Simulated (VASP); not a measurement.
# MgO (Cm) in VASP: further runs

The runs below take MgO through single point, with PBE.

Everything below comes from runs of VASP 6.6.1. Logs are shortened: lines on timing, memory, paths and dates and some standing lists are left out, and cuts for length are marked.

### 1 The cell of the first run

Symmetry: Cm, No. 8, monoclinic system. The conventional cell has a = 5.875 Å, b = 5.360 Å, c = 5.088 Å, α = 90.00°, β = 90.00°, γ = 90.00°. Within 2.8 Å of Mg (site symmetry m) lie 6 O at 2.00 to 2.66 Å and 4 Mg at 2.44 to 2.75 Å. Mg (site symmetry m) has 6 O at 2.16 Å and 8 Mg at 2.44 to 3.00 Å within 3.0 Å. Mg (site symmetry m) has 6 O at 2.16 Å and 7 Mg at 2.68 to 3.00 Å within 3.0 Å. Within 3.0 Å of Mg (site symmetry m) lie 6 O at 2.16 Å and 7 Mg at 2.44 to 2.94 Å. Within 2.7 Å of O (site symmetry 1) lie 6 Mg at 2.00 to 2.16 Å and 2 O at 2.68 Å. Within 2.7 Å of O (site symmetry 1) lie 6 Mg at 2.00 to 2.66 Å and 2 O at 2.68 Å.

### 2 Single point, PBE (atom 1 (Mg) moved -0.600 Å along Cartesian [0 1 0])

File INCAR:

```
SYSTEM = MgO
PREC     = Accurate       ! precision mode
ENCUT    = 520            ! plane-wave cutoff, eV
EDIFF    = 1E-6           ! SCF threshold, eV
ISMEAR   = 0              ! smearing method
SIGMA    = 0.05           ! smearing width, eV
LREAL    = .False.        ! projectors in reciprocal space
LASPH    = .True.         ! aspherical terms in the spheres
NELM     = 100            ! most SCF steps
ALGO     = Normal         ! electronic algorithm
ISIF     = 2              ! what is computed and relaxed
LWAVE    = .False.        ! write WAVECAR
LCHARG   = .False.        ! write CHGCAR
GGA      = PE             ! functional
NBANDS   = 26             ! bands
```

File KPOINTS:

```
Automatic mesh
0
Gamma
  6 6 6
  0 0 0
```

File POSCAR:

```
MgO
1.0
    1.4688622380      2.5441440255      2.6797873418
   -1.4688622380     -2.5441440255      2.6797873418
    4.4065867139     -2.5441440255      0.0000000000
Mg O
4 4
Direct
    0.4115616106      0.5884383894      0.0589589263
    0.2500000000      0.7500000000      0.5000000000
    0.7500000000      0.2500000000      0.5000000000
    0.0000000000      0.0000000000      0.0000000000
    0.7500000000      0.7500000000      0.3333333333
    0.5000000000      1.0000000000      0.8333333333
    0.0000000000      0.5000000000      0.8333333333
    0.2500000000      0.2500000000      0.3333333333
```

Potentials or basis: VASP PAW PBE potentials, release 64 (Mg, O).

On the command line:

```bash
cat potpaw_PBE.64/Mg/POTCAR potpaw_PBE.64/O/POTCAR > POTCAR
mpirun -np 1 vasp_std > vasp.out
```

OUTCAR:

```text
SYSTEM = MgO
   PREC = Accurate
   ENCUT = 520
   EDIFF = 1E-6
   ISMEAR = 0
   LREAL = .False.
   LASPH = .True.
   NELM = 100
   ISIF = 2
   GGA = PE

 ion  position               nearest neighbor table
   1  0.412  0.588  0.059-   5 2.00   8 2.00   7 2.00   6 2.00   2 2.44   4 2.44   7 2.66   6 2.66
                             4 2.75   4 2.75   3 3.00   2 3.00   4 3.47   3 3.47   3 3.62   3 3.62
   2  0.250  0.750  0.500-   6 2.16   7 2.16   5 2.16   8 2.16   8 2.16   5 2.16   1 2.44   3 2.68
                             3 2.68   4 2.94   4 2.94   3 2.94   3 2.94   1 3.00
   3  0.750  0.250  0.500-   6 2.16   7 2.16   8 2.16   5 2.16   5 2.16   8 2.16   2 2.68   2 2.68
                             4 2.94   4 2.94   2 2.94   2 2.94   1 3.00   1 3.47   1 3.62   1 3.62
   4  0.000  0.000  0.000-   5 2.16   8 2.16   6 2.16   7 2.16   7 2.16   6 2.16   1 2.44   1 2.75
                             1 2.75   2 2.94   3 2.94   3 2.94   2 2.94   1 3.47
   5  0.750  0.750  0.333-   1 2.00   4 2.16   3 2.16   2 2.16   3 2.16   2 2.16
   6  0.500  0.000  0.833-   1 2.00   2 2.16   3 2.16   4 2.16   4 2.16   1 2.66
   7  0.000  0.500  0.833-   1 2.00   2 2.16   3 2.16   4 2.16   4 2.16   1 2.66
   8  0.250  0.250  0.333-   1 2.00   4 2.16   2 2.16   3 2.16   2 2.16   3 2.16

  LATTYP: Found a base centered orthorhombic cell.
 ALAT       =     5.3595746836
 B/A-ratio  =     1.0962528370
 C/A-ratio  =     0.9493828058

  Lattice vectors:

 A1 = (   1.4688622380,   2.5441440255,   2.6797873418)
 A2 = (  -1.4688622380,  -2.5441440255,   2.6797873418)
 A3 = (   4.4065867139,  -2.5441440255,   0.0000000000)

Analysis of symmetry for initial positions (statically):
=====================================================================
 Subroutine PRICEL returns:
 Original cell was already a primitive cell.

 Routine SETGRP: Setting up the symmetry group for a
 base centered orthorhombic supercell.

 Subroutine GETGRP returns: Found  2 space group operations
 (whereof  2 operations were pure point group operations)
 out of a pool of  8 trial point group operations.

The static configuration has the point symmetry C_1h.

Analysis of symmetry for dynamics (positions and initial velocities):
=====================================================================
 Subroutine PRICEL returns:
 Original cell was already a primitive cell.

 Routine SETGRP: Setting up the symmetry group for a
 base centered orthorhombic supercell.

 Subroutine GETGRP returns: Found  2 space group operations
 (whereof  2 operations were pure point group operations)
 out of a pool of  8 trial point group operations.

The dynamic configuration has the point symmetry C_1h.

 Subroutine INISYM returns: Found  2 space group operations
 (whereof  2 operations are pure point group operations),
 and found     1 'primitive' translations

----------------------------------------------------------------------------------------

                                     Primitive cell

  volume of cell :      80.1149

  direct lattice vectors                    reciprocal lattice vectors
     1.468862238  2.544144026  2.679787342     0.085099880  0.147397316  0.186581969
    -1.468862238 -2.544144026  2.679787342    -0.085099880 -0.147397316  0.186581969
     4.406586714 -2.544144026  0.000000000     0.170199760 -0.098264877  0.000000000

  length of vectors
     3.976365840  3.976365840  5.088288051     0.252548588  0.252548588  0.196529754

  position of ions in fractional coordinates (direct lattice)
     0.411561611  0.588438389  0.058958926
     0.250000000  0.750000000  0.500000000
     0.750000000  0.250000000  0.500000000
     0.000000000  0.000000000  0.000000000
     0.750000000  0.750000000  0.333333333
     0.500000000  0.000000000  0.833333333
     0.000000000  0.500000000  0.833333333
     0.250000000  0.250000000  0.333333333

  ion indices of the primitive-cell ions
   primitive index   ion index
                 1           1
                 2           2
                 3           3
                 4           4
                 5           5
                 6           6
                 7           7
                 8           8

----------------------------------------------------------------------------------------

 KPOINTS: Automatic mesh

Automatic generation of k-mesh.
 Grid dimensions read from file:
 generate k-points for:    6    6    6

 Generating k-lattice:

  Cartesian coordinates                     Fractional coordinates (reciprocal lattice)
     0.014183313  0.024566219  0.031096995     0.166666667  0.000000000  0.000000000
    -0.014183313 -0.024566219  0.031096995     0.000000000  0.166666667 -0.000000000
     0.028366627 -0.016377480  0.000000000     0.000000000  0.000000000  0.166666667

  Length of vectors
     0.042091431  0.042091431  0.032754959

  Shift w.r.t. Gamma in fractional coordinates (k-lattice)
     0.000000000  0.000000000  0.000000000

 Subroutine IBZKPT returns following result:
 ===========================================

 Found     68 irreducible k-points:

 Following reciprocal coordinates:
            Coordinates               Weight
  0.000000  0.000000  0.000000      1.000000
  0.166667  0.000000  0.000000      4.000000
  0.333333  0.000000  0.000000      4.000000
  0.500000  0.000000  0.000000      2.000000
  0.166667  0.166667  0.000000      2.000000
  0.333333  0.166667 -0.000000      4.000000
[... 16 lines left out ...]
  0.500000  0.166667  0.166667      4.000000
  0.500000 -0.166667  0.166667      4.000000
 [... further k-points ...]
   k-points           NKPTS =     68   k-points in BZ     NKDIM =     68   number of bands    NBANDS=     26
   number of dos      NEDOS =    301   number of ions     NIONS =      8
   total plane-waves  NPLWV =  36000
   dimension x,y,z NGX =    30 NGY =   30 NGZ =   40
   dimension x,y,z NGXF=    60 NGYF=   60 NGZF=   80
   ions per type =               4   4
   NGX,Y,Z   is equivalent  to a cutoff of  12.54, 12.54, 13.07 a.u.
   NGXF,Y,Z  is equivalent  to a cutoff of  25.09, 25.09, 26.14 a.u.
 SYSTEM =  MgO
   PREC   = accura    normal or accurate (medium, high low for compatibility)
   ISTART =      0    job   : 0-new  1-cont  2-samecut
   ICHARG =      2    charge: 1-file 2-atom 10-const
   ISPIN  =      1    spin polarized calculation?
   LNONCOLLINEAR =      F non collinear calculations
   LSORBIT =      F    spin-orbit coupling
   LASPH  =      T    aspherical Exc in radial PAW
   ENCUT  =  520.0 eV  38.22 Ry    6.18 a.u.   7.39  7.39  9.46*2*pi/ulx,y,z
   NELM   =    100;   NELMIN=  2; NELMDL= -5     # of ELM steps
   EDIFF  = 0.1E-05   stopping-criterion for ELM
   LREAL  =      F    real-space projection
   EDIFFG = 0.1E-04   stopping-criterion for IOM
   NSW    =      0    number of steps for IOM
   IBRION =     -1    ionic relax: 0-MD 1-quasi-New 2-CG
   NFREE  =      0    steps in history (QN), initial steepest desc. (CG)
   ISIF   =      2    stress and relaxation
   ISYM   =      2    0-nonsym 1-usesym 2-fastsym
   POTIM  = 0.5000    time-step for ionic-motion
   TEBEG  =    0.0;   TEEND  =   0.0 temperature during run
   PSTRESS=    0.0 pullay stress
   NELECT =      32.0000    total number of electrons
   NUPDOWN=      -1.0000    fix difference up-down
   EMIN   =  10.00;   EMAX   =-10.00  energy-range for DOS
   EFERMI =   0.00;   METHOD = LEGACY
   ISMEAR =     0;   SIGMA  =   0.05  broadening in eV -4-tet -1-fermi 0-gaus
   EFERMI_NEDOS =   21; number of points for ismear=-14 and -15
   IALGO  =     38    algorithm
   IMIX   =      4    mixing-type and parameters
     AMIX     =   0.40;   BMIX     =  1.00
     AMIX_MAG =   1.60;   BMIX_MAG =  1.00
  volume/ion in A,a.u.               =      10.01        67.58
  Fermi-wavevector in a.u.,A,eV,Ry     =   1.205648  2.278344 19.777247  1.453587
  Thomas-Fermi vector in A             =   2.341338
   LORBIT       =      0    0 simple, 1 ext, 2 COOP (PROOUT), +10 PAW based schemes
   GGA     = PE    functional components
   LHFCALC =     F    Hartree Fock is set to
   AEXX    =    0.0000 exact exchange contribution
   IVDW    =     0    specifies the selected vdW correction
   LEPSILON=     F    determine dielectric tensor
   LRPA    =     F    only Hartree local field effects (RPA)
 non-spin polarized calculation
 Gauss-broadening in eV      SIGMA  =   0.05
  energy-cutoff  :      520.00
  volume of cell :       80.11
 maximum number of plane-waves:      2178
 NGX is ok and might be reduce to    30
   NGX = 15   NGY = 15   NGZ = 19

 number of electron      31.9999989 magnetization

 Free energy of the ion-electron system (eV)
  ---------------------------------------------------
  ext. energy  EPLUGINS =         0.00000000
  ---------------------------------------------------
  free energy    TOTEN  =       -43.67370142 eV

  energy without entropy =      -43.67370142  energy(sigma->0) =      -43.67370142

 E-fermi :   4.2173     XC(G=0): -10.7116

 val. band max:        3.9692389488   @ k =   0.5000   0.5000   0.0000
 cond. band min:       6.0025900974   @ k =   0.0000   0.0000   0.0000
 fundamental gap:      2.0333511485
 Fermi energy:         4.2172825155

 k-point     1 :       0.0000    0.0000    0.0000
  band No.  band energies     occupation
      1     -14.4182      2.00000
      2     -12.9352      2.00000
      3     -12.9022      2.00000
      4     -11.8706      2.00000
      5      -1.6624      2.00000
      6      -1.0768      2.00000
[... 18 lines left out ...]
     25      15.8765      0.00000
     26      16.3621      0.00000

 k-point     2 :       0.1667    0.0000    0.0000
  band No.  band energies     occupation
      1     -14.3181      2.00000
      2     -13.0297      2.00000
      3     -12.8365      2.00000
      4     -11.9434      2.00000
      5      -1.5035      2.00000
      6      -0.9851      2.00000
[... 18 lines left out ...]
     25      15.8415      0.00000
[... 608 lines left out ...]
     25      16.4329      0.00000
     26      16.8861      0.00000

 k-point    24 :       0.5000   -0.1667    0.1667
  band No.  band energies     occupation
      1     -13.6986      2.00000
      2     -13.5421      2.00000
      3     -12.5406      2.00000
      4     -12.2940      2.00000
      5      -1.2502      2.00000
      6      -0.7580      2.00000
[... 18 lines left out ...]
     25      16.2774      0.00000
     26      16.9544      0.00000

 [... further k-points ...]

------------------------ aborting loop because EDIFF is reached ----------------------------------------

  FORCE on cell =-STRESS in cart. coord.  units (eV):
  Direction    XX          YY          ZZ          XY          YZ          ZX
  --------------------------------------------------------------------------------------
  -------------------------------------------------------------------------------------
  Total        2.1247346      3.4449535      0.0627486      0.2036077      0.0000000      0.0000000
  in kB       42.4915131     68.8939154      1.2548773      4.0718501      0.0000000      0.0000000
  external PRESSURE =      37.5467686 kB  Pullay stress =       0.0000000 kB

 VOLUME and BASIS-vectors are now :
 -----------------------------------------------------------------------------
  energy-cutoff  :      520.00
  volume of cell :       80.11
      direct lattice vectors                 reciprocal lattice vectors
     1.468862238  2.544144026  2.679787342     0.085099880  0.147397316  0.186581969
    -1.468862238 -2.544144026  2.679787342    -0.085099880 -0.147397316  0.186581969
     4.406586714 -2.544144026  0.000000000     0.170199760 -0.098264877  0.000000000

 POSITION                                       TOTAL-FORCE (eV/Angst)
 -----------------------------------------------------------------------------------
      0.00000     -0.60000      2.67979        -0.660192      4.086205      0.000000
      1.46886     -2.54414      2.67979         1.986727     -1.546529      0.000000
      2.93772      0.00000      2.67979         0.612060     -0.737743      0.000000
      0.00000      0.00000      0.00000        -1.995230     -1.138176      0.000000
      1.46886     -0.84805      4.01968         0.139861     -0.220298      0.324190
      4.40659     -0.84805      1.33989        -0.111544     -0.111580     -0.264309
      2.93772     -3.39219      1.33989        -0.111544     -0.111580      0.264309
      1.46886     -0.84805      1.33989         0.139861     -0.220298     -0.324190
 -----------------------------------------------------------------------------------
    total drift:                               -0.000155     -0.000036     -0.000000

  FREE ENERGIE OF THE ION-ELECTRON SYSTEM (eV)
  ---------------------------------------------------
  free  energy   TOTEN  =       -43.6737014186 eV

  energy  without entropy=      -43.6737014186  energy(sigma->0) =      -43.67370142
```

It took 3.5 min on 1 thread of Intel Xeon 8259CL, shared host; peak memory 0.25 GiB.

What came out:

- Free energy: -43.6737 eV
- Pressure: 3.8 GPa
- Largest force: 4.139 eV/Å
- Band gap on the k mesh: 2.03 eV (least direct gap 2.35 eV)

Forces in eV/Å, atoms in the order of the input:
```
Mg  -0.660  4.086  0.000
Mg   1.987 -1.547  0.000
Mg   0.612 -0.738  0.000
Mg  -1.995 -1.138  0.000
O    0.140 -0.220  0.324
O   -0.112 -0.112 -0.264
O   -0.112 -0.112  0.264
O    0.140 -0.220 -0.324
```

Stress tensor (GPa, compression positive):
```
4.25 0.41 0.00
0.41 6.89 0.00
0.00 0.00 0.13
```

Levels at points of the mesh, in eV from the valence-band top:
| k point | band 13 | band 14 | band 15 | band 16 | band 17 | band 18 | band 19 | band 20 |
| --- | --- | --- | --- | --- | --- | --- | --- | --- |
| (0.00, 0.00, 0.00) | -1.55 | -1.31 | -0.82 | -0.32 | 2.03 | 4.68 | 6.01 | 6.48 |
| (0.50, 0.00, 0.00) | -2.21 | -1.91 | -1.46 | -1.39 | 4.98 | 6.06 | 6.71 | 7.54 |
| (0.50, 0.50, 0.00) | -1.33 | -0.92 | -0.47 | 0.00 | 5.05 | 6.64 | 7.33 | 7.48 |
| (0.00, 0.00, 0.50) | -1.50 | -1.36 | -0.95 | -0.33 | 3.43 | 4.93 | 5.13 | 5.72 |
| (0.50, 0.00, 0.50) | -1.99 | -1.90 | -1.57 | -1.49 | 5.10 | 6.47 | 6.66 | 7.07 |
| (0.50, 0.50, 0.50) | -1.80 | -1.31 | -0.55 | -0.06 | 5.17 | 6.24 | 6.80 | 7.25 |

Caveat: the cell differs from its parent crystal (atom 1 (Mg) moved -0.600 Å along Cartesian [0 1 0]); the cell stands under pressure; forces of over 1 eV/Å act on the atoms, so gaps and moduli don't describe the material at rest. A k mesh can miss the band edges.

### 3 Single point, PBE (atom 1 (Mg) moved +0.480 Å along Cartesian [0 1 0])

File INCAR:

```
SYSTEM = MgO
PREC = Accurate
ENCUT = 520
EDIFF = 1E-6
ISMEAR = 0
SIGMA = 0.05
LREAL = .False.
LASPH = .True.
NELM = 80
ALGO = Normal
ISIF = 2
LWAVE = .False.
LCHARG = .False.
GGA = PE
NBANDS = 26
```

KPOINTS is that of step 2.

Edit POSCAR of step 2 so:

```diff
@@ -8,3 +8,3 @@
 Direct
-    0.4115616106      0.5884383894      0.0589589263
+    0.5707507115      0.4292492885     -0.0471671410
     0.2500000000      0.7500000000      0.5000000000
```

Potentials or basis: VASP PAW PBE potentials, release 64 (Mg, O).

On the command line:

```bash
cat potpaw_PBE.64/Mg/POTCAR potpaw_PBE.64/O/POTCAR > POTCAR
mpirun -np 1 vasp_std > vasp.out
```

Run time: 3.8 min. Hardware: 1 thread of Intel Xeon 8259CL, shared host; peak memory 0.25 GiB.

Results (log left out):

- Free energy: -43.6895 eV
- Pressure: 5.8 GPa
- Largest force: 6.113 eV/Å
- Band gap on the k mesh: 2.46 eV (least direct gap 2.63 eV)

Forces in eV/Å, atoms in the order of the input:
```
Mg   0.291 -6.106  0.000
Mg  -0.628  0.543  0.000
Mg  -1.009  1.037  0.000
Mg   1.296  0.831  0.000
O    0.214  0.082  0.098
O   -0.189  1.765 -1.221
O   -0.189  1.765  1.221
O    0.214  0.082 -0.098
```

Stress tensor (GPa, compression positive):
```
2.21 0.13 0.00
0.13 9.03 0.00
0.00 0.00 6.03
```

Levels at points of the mesh, in eV from the valence-band top:
| k point | band 12 | band 13 | band 14 | band 15 | band 16 | band 17 | band 18 | band 19 | band 20 | band 21 |
| --- | --- | --- | --- | --- | --- | --- | --- | --- | --- | --- |
| (0.00, 0.00, 0.00) | -1.64 | -1.23 | -1.01 | -0.86 | -0.17 | 2.46 | 5.62 | 5.89 | 6.85 | 9.90 |
| (0.50, 0.00, 0.00) | -2.31 | -2.11 | -1.97 | -1.13 | -1.10 | 5.70 | 6.12 | 6.77 | 7.60 | 10.28 |
| (0.50, 0.50, 0.00) | -1.46 | -1.11 | -0.46 | -0.38 | 0.00 | 5.23 | 6.84 | 7.39 | 7.82 | 8.50 |
| (0.00, 0.00, 0.50) | -1.47 | -1.16 | -1.02 | -1.00 | -0.19 | 4.73 | 4.88 | 5.09 | 6.04 | 10.36 |
| (0.50, 0.00, 0.50) | -2.26 | -1.64 | -1.61 | -1.53 | -1.50 | 6.11 | 6.36 | 6.50 | 7.33 | 10.09 |
| (0.50, 0.50, 0.50) | -1.52 | -1.33 | -1.06 | -0.54 | -0.02 | 5.78 | 6.15 | 6.67 | 7.31 | 9.68 |

Caveat: the cell differs from its parent crystal (atom 1 (Mg) moved +0.480 Å along Cartesian [0 1 0]); the cell stands under pressure; forces of over 1 eV/Å act on the atoms, so gaps and moduli don't describe the material at rest. A k mesh can miss the band edges.
